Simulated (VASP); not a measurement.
# GdB (Fm-3m) in VASP: single point with PBE+U

Aim: the single point of GdB with PBE+U.

Everything below comes from runs of VASP 6.6.1. Logs are shortened: lines on timing, memory, paths and dates and some standing lists are left out, and cuts for length are marked.

## 1. The cell of the first run

It takes space group Fm-3m (No. 225, cubic). The conventional cell has a = 5.420 Å, b = 5.420 Å, c = 5.420 Å, α = 90.00°, β = 90.00°, γ = 90.00°. Within 3.6 Å of Gd (site symmetry m-3m) lie 6 B at 2.71 Å. Within 3.6 Å of B (site symmetry m-3m) lie 6 Gd at 2.71 Å.

## 2. Single point, PBE+U

INCAR

```
PREC = Accurate ; ENCUT = 520
EDIFF = 1E-6 ; ISMEAR = 0
SIGMA = 0.05 ; LREAL = F
LASPH = T ; NELM = 150
ALGO = Normal ; ISIF = 2
LWAVE = F ; LCHARG = F
LMAXMIX = 6 ; LDAU = T
LDAUTYPE = 2 ; LDAUL = 3 -1
LDAUU = 6 0 ; LDAUJ = 0 0
LDAUPRINT = 1 ; GGA = PE
NBANDS = 18
```

KPOINTS

```
Automatic mesh
0
Gamma
  10 10 10
```

POSCAR

```
GdB
1.0
    0.0000000000      2.7100395359      2.7100395359
    2.7100395359      0.0000000000      2.7100395359
    2.7100395359      2.7100395359      0.0000000000
Gd B
1 1
Direct
    0.5000000000      0.5000000000      0.5000000000
    0.0000000000      0.0000000000      0.0000000000
```

Potentials or basis: VASP PAW PBE potentials, release 64 (Gd, B).

Run with:

```console
$ cat potpaw_PBE.64/Gd/POTCAR potpaw_PBE.64/B/POTCAR > POTCAR
$ mpirun -np 1 vasp_std > vasp.out
```

OUTCAR:

```text
PREC = Accurate
   ENCUT = 520
   EDIFF = 1E-6
   ISMEAR = 0
   LREAL = F
   LASPH = T
   NELM = 150
   ISIF = 2
   GGA = PE

 ion  position               nearest neighbor table
   1  0.500  0.500  0.500-   2 2.71   2 2.71   2 2.71   2 2.71   2 2.71   2 2.71
   2  0.000  0.000  0.000-   1 2.71   1 2.71   1 2.71   1 2.71   1 2.71   1 2.71

  LATTYP: Found a face centered cubic cell.
 ALAT       =     5.4200790718

  Lattice vectors:

 A1 = (   0.0000000000,   2.7100395359,   2.7100395359)
 A2 = (   2.7100395359,   0.0000000000,   2.7100395359)
 A3 = (   2.7100395359,   2.7100395359,   0.0000000000)

Analysis of symmetry for initial positions (statically):
=====================================================================
 Subroutine PRICEL returns:
 Original cell was already a primitive cell.

 Routine SETGRP: Setting up the symmetry group for a
 face centered cubic supercell.

 Subroutine GETGRP returns: Found 48 space group operations
 (whereof 48 operations were pure point group operations)
 out of a pool of 48 trial point group operations.

The static configuration has the point symmetry O_h .

Analysis of symmetry for dynamics (positions and initial velocities):
=====================================================================
 Subroutine PRICEL returns:
 Original cell was already a primitive cell.

 Routine SETGRP: Setting up the symmetry group for a
 face centered cubic supercell.

 Subroutine GETGRP returns: Found 48 space group operations
 (whereof 48 operations were pure point group operations)
 out of a pool of 48 trial point group operations.

The dynamic configuration has the point symmetry O_h .

 Subroutine INISYM returns: Found 48 space group operations
 (whereof 48 operations are pure point group operations),
 and found     1 'primitive' translations

----------------------------------------------------------------------------------------

                                     Primitive cell

  volume of cell :      39.8068

  direct lattice vectors                    reciprocal lattice vectors
     0.000000000  2.710039536  2.710039536    -0.184499153  0.184499153  0.184499153
     2.710039536  0.000000000  2.710039536     0.184499153 -0.184499153  0.184499153
     2.710039536  2.710039536  0.000000000     0.184499153  0.184499153 -0.184499153

  length of vectors
     3.832574666  3.832574666  3.832574666     0.319561908  0.319561908  0.319561908

  position of ions in fractional coordinates (direct lattice)
     0.500000000  0.500000000  0.500000000
     0.000000000  0.000000000  0.000000000

  ion indices of the primitive-cell ions
   primitive index   ion index
                 1           1
                 2           2

----------------------------------------------------------------------------------------

 KPOINTS: Automatic mesh

Automatic generation of k-mesh.
 Grid dimensions read from file:
 generate k-points for:   10   10   10

 Generating k-lattice:

  Cartesian coordinates                     Fractional coordinates (reciprocal lattice)
[... 82 lines left out ...]
  Fermi-wavevector in a.u.,A,eV,Ry     =   1.322804  2.499738 23.807631  1.749812
  Thomas-Fermi vector in A             =   2.452459
   LORBIT       =      0    0 simple, 1 ext, 2 COOP (PROOUT), +10 PAW based schemes
 LDA+U is selected, type is set to LDAUTYPE =  2
   angular momentum for each species LDAUL =     3   -1
   U (eV)           for each species LDAUU =   6.0  0.0
   J (eV)           for each species LDAUJ =   0.0  0.0
   GGA     = PE    functional components
   LHFCALC =     F    Hartree Fock is set to
   AEXX    =    0.0000 exact exchange contribution
   IVDW    =     0    specifies the selected vdW correction
   LEPSILON=     F    determine dielectric tensor
   LRPA    =     F    only Hartree local field effects (RPA)
 non-spin polarized calculation
 Gauss-broadening in eV      SIGMA  =   0.05
  energy-cutoff  :      520.00
  volume of cell :       39.81
 maximum number of plane-waves:      1090
 NGX is ok and might be reduce to    30
   NGX = 15   NGY = 15   NGZ = 15

atom =   1  type =  1  l = 3

 onsite density matrix

spin component  1

  0.4805  0.0000 -0.3917  0.0000 -0.0000 -0.0000  0.0000
  0.0000  0.0021 -0.0000  0.0000 -0.0000  0.0000 -0.0000
 -0.3917 -0.0000  0.6828  0.0000 -0.0000 -0.0000  0.0000
  0.0000  0.0000  0.0000  0.1771  0.0000  0.0000 -0.0000
 -0.0000 -0.0000 -0.0000  0.0000  0.6828 -0.0000  0.3917
 -0.0000  0.0000 -0.0000  0.0000 -0.0000  0.9861 -0.0000
  0.0000 -0.0000  0.0000 -0.0000  0.3917 -0.0000  0.4805

spin component  2

  0.4805  0.0000 -0.3917  0.0000 -0.0000 -0.0000  0.0000
  0.0000  0.0021 -0.0000  0.0000 -0.0000  0.0000 -0.0000
 -0.3917 -0.0000  0.6828  0.0000 -0.0000 -0.0000  0.0000
  0.0000  0.0000  0.0000  0.1771  0.0000  0.0000 -0.0000
 -0.0000 -0.0000 -0.0000  0.0000  0.6828 -0.0000  0.3917
 -0.0000  0.0000 -0.0000  0.0000 -0.0000  0.9861 -0.0000
  0.0000 -0.0000  0.0000 -0.0000  0.3917 -0.0000  0.4805

 occupancies and eigenvectors

  o =  0.0021  v =  0.0000 -1.0000  0.0000  0.0000 -0.0000 -0.0000  0.0000  0.0000  0.0000  0.0000  0.0000  0.0000  0.0000  0.0000      0.0000  0.0000  0.0000  0.0000  0.0000  0.0000  0.0000  0.0000  0.0000  0.0000  0.0000  0.0000  0.0000  0.0000
  o =  0.0021  v =  0.0000  0.0000  0.0000  0.0000  0.0000  0.0000  0.0000  0.0000 -1.0000  0.0000  0.0000 -0.0000 -0.0000  0.0000      0.0000  0.0000  0.0000  0.0000  0.0000  0.0000  0.0000  0.0000  0.0000  0.0000  0.0000  0.0000  0.0000  0.0000
  o =  0.1771  v =  0.0000  0.0000  0.0000  0.0000  0.0000  0.0000  0.0000 -0.7906  0.0000 -0.6124  0.0000 -0.0000 -0.0000  0.0000      0.0000  0.0000  0.0000  0.0000  0.0000  0.0000  0.0000  0.0000  0.0000  0.0000  0.0000  0.0000  0.0000  0.0000
  o =  0.1771  v = -0.7906  0.0000 -0.6124  0.0000 -0.0000 -0.0000  0.0000  0.0000  0.0000  0.0000  0.0000  0.0000  0.0000  0.0000      0.0000  0.0000  0.0000  0.0000  0.0000  0.0000  0.0000  0.0000  0.0000  0.0000  0.0000  0.0000  0.0000  0.0000
  o =  0.1771  v =  0.0000 -0.0000  0.0000 -0.0003 -0.6124 -0.0000  0.7906  0.0000  0.0000  0.0000  0.0000  0.0000  0.0000  0.0000      0.0000  0.0000  0.0000  0.0000  0.0000  0.0000  0.0000  0.0000  0.0000  0.0000  0.0000  0.0000  0.0000  0.0000
  o =  0.1771  v =  0.0000  0.0000  0.0000  0.0000  0.0000  0.0000  0.0000  0.0000 -0.0000  0.0000 -0.0003 -0.6124 -0.0000  0.7906      0.0000  0.0000  0.0000  0.0000  0.0000  0.0000  0.0000  0.0000  0.0000  0.0000  0.0000  0.0000  0.0000  0.0000
  o =  0.1771  v =  0.0000  0.0000  0.0000  0.0000  0.0000  0.0000  0.0000  0.0000  0.0000  0.0000  1.0000 -0.0002 -0.0000  0.0002      0.0000  0.0000  0.0000  0.0000  0.0000  0.0000  0.0000  0.0000  0.0000  0.0000  0.0000  0.0000  0.0000  0.0000
  o =  0.1771  v =  0.0000  0.0000  0.0000  1.0000 -0.0002 -0.0000  0.0002  0.0000  0.0000  0.0000  0.0000  0.0000  0.0000  0.0000      0.0000  0.0000  0.0000  0.0000  0.0000  0.0000  0.0000  0.0000  0.0000  0.0000  0.0000  0.0000  0.0000  0.0000
  o =  0.9861  v =  0.0000  0.0000  0.0000  0.0000  0.0000  0.0000  0.0000  0.0000 -0.0000 -0.0000 -0.0000  0.0000  1.0000  0.0000      0.0000  0.0000  0.0000  0.0000  0.0000  0.0000  0.0000  0.0000  0.0000  0.0000  0.0000  0.0000  0.0000  0.0000
  o =  0.9861  v =  0.0000 -0.0000 -0.0000 -0.0000  0.0000  1.0000  0.0000  0.0000  0.0000  0.0000  0.0000  0.0000  0.0000  0.0000      0.0000  0.0000  0.0000  0.0000  0.0000  0.0000  0.0000  0.0000  0.0000  0.0000  0.0000  0.0000  0.0000  0.0000
  o =  0.9861  v =  0.0000 -0.0000 -0.0000  0.0000 -0.7906  0.0000 -0.6124  0.0000  0.0000  0.0000  0.0000  0.0000  0.0000  0.0000      0.0000  0.0000  0.0000  0.0000  0.0000  0.0000  0.0000  0.0000  0.0000  0.0000  0.0000  0.0000  0.0000  0.0000
  o =  0.9861  v =  0.0000  0.0000  0.0000  0.0000  0.0000  0.0000  0.0000  0.0000 -0.0000 -0.0000  0.0000 -0.7906  0.0000 -0.6124      0.0000  0.0000  0.0000  0.0000  0.0000  0.0000  0.0000  0.0000  0.0000  0.0000  0.0000  0.0000  0.0000  0.0000
  o =  0.9861  v =  0.0000  0.0000  0.0000  0.0000  0.0000  0.0000  0.0000 -0.6124  0.0000  0.7906 -0.0000  0.0000  0.0000 -0.0000      0.0000  0.0000  0.0000  0.0000  0.0000  0.0000  0.0000  0.0000  0.0000  0.0000  0.0000  0.0000  0.0000  0.0000
  o =  0.9861  v = -0.6124  0.0000  0.7906 -0.0000  0.0000  0.0000 -0.0000  0.0000  0.0000  0.0000  0.0000  0.0000  0.0000  0.0000      0.0000  0.0000  0.0000  0.0000  0.0000  0.0000  0.0000  0.0000  0.0000  0.0000  0.0000  0.0000  0.0000  0.0000

 number of electron      21.0000002 magnetization

 Free energy of the ion-electron system (eV)
  ---------------------------------------------------
  ext. energy  EPLUGINS =         0.00000000
  ---------------------------------------------------
  free energy    TOTEN  =        -6.44403145 eV

  energy without entropy =       -6.43450039  energy(sigma->0) =       -6.43926592

 E-fermi :   2.4757     XC(G=0): -10.5093

 val. band max:        2.4722226850   @ k =   0.5000   0.4000   0.1000
 cond. band min:       2.4818662819   @ k =  -0.3000   0.3000   0.0000
 fundamental gap:      0.0096435969
 Fermi energy:         2.4756874332

 k-point     1 :       0.0000    0.0000    0.0000
  band No.  band energies     occupation
      1     -40.1792      2.00000
      2     -17.7147      2.00000
      3     -17.7147      2.00000
      4     -17.7147      2.00000
      5      -4.6013      2.00000
      6      -2.1404      2.00000
[... 481 lines left out ...]
      5      -2.9710      2.00000
      6      -2.2046      2.00000
[... 10 lines left out ...]
     17       8.1173      0.00000
     18       9.1274      0.00000

 [... further k-points ...]

------------------------ aborting loop because EDIFF is reached ----------------------------------------

  FORCE on cell =-STRESS in cart. coord.  units (eV):
  Direction    XX          YY          ZZ          XY          YZ          ZX
  --------------------------------------------------------------------------------------
  -------------------------------------------------------------------------------------
  Total       -0.9015385     -0.9015385     -0.9015385     -0.0000000     -0.0000000      0.0000000
  in kB      -36.2859085    -36.2859085    -36.2859085     -0.0000000     -0.0000000      0.0000000
  external PRESSURE =     -36.2859085 kB  Pullay stress =       0.0000000 kB

 VOLUME and BASIS-vectors are now :
 -----------------------------------------------------------------------------
  energy-cutoff  :      520.00
  volume of cell :       39.81
      direct lattice vectors                 reciprocal lattice vectors
     0.000000000  2.710039536  2.710039536    -0.184499153  0.184499153  0.184499153
     2.710039536  0.000000000  2.710039536     0.184499153 -0.184499153  0.184499153
     2.710039536  2.710039536  0.000000000     0.184499153  0.184499153 -0.184499153

 POSITION                                       TOTAL-FORCE (eV/Angst)
 -----------------------------------------------------------------------------------
      2.71004      2.71004      2.71004         0.000000      0.000000      0.000000
      0.00000      0.00000      0.00000        -0.000000     -0.000000     -0.000000
 -----------------------------------------------------------------------------------
    total drift:                                0.000000     -0.000000      0.000000

  FREE ENERGIE OF THE ION-ELECTRON SYSTEM (eV)
  ---------------------------------------------------
  free  energy   TOTEN  =        -6.4440314501 eV

  energy  without entropy=       -6.4345003880  energy(sigma->0) =       -6.43926592
```

It took 2.3 min on 1 thread of AMD EPYC 9R45 (Zen 5), shared host; peak memory 0.18 GiB.

Results:

```
Free energy            : -6.4440 eV
Pressure               : -3.6 GPa
Band gap on the k mesh : zero (an odd number of electrons rules out a gap without spin polarisation)
```

Eigenvalues of the final occupation matrices:
```
    site  spin  trace                         eigenvalues
site 1 f     1   3.49  0.00 0.18 0.18 0.18 0.99 0.99 0.99
site 1 f     2   3.49  0.00 0.18 0.18 0.18 0.99 0.99 0.99
```

Caveat: the cell stands under tension; spin-orbit coupling is left out, which moves the levels of the heavy elements; an odd number of electrons without spin polarisation forces a metal; a magnetic or distorted state may lie lower; U without spin polarisation on a metal has little footing.
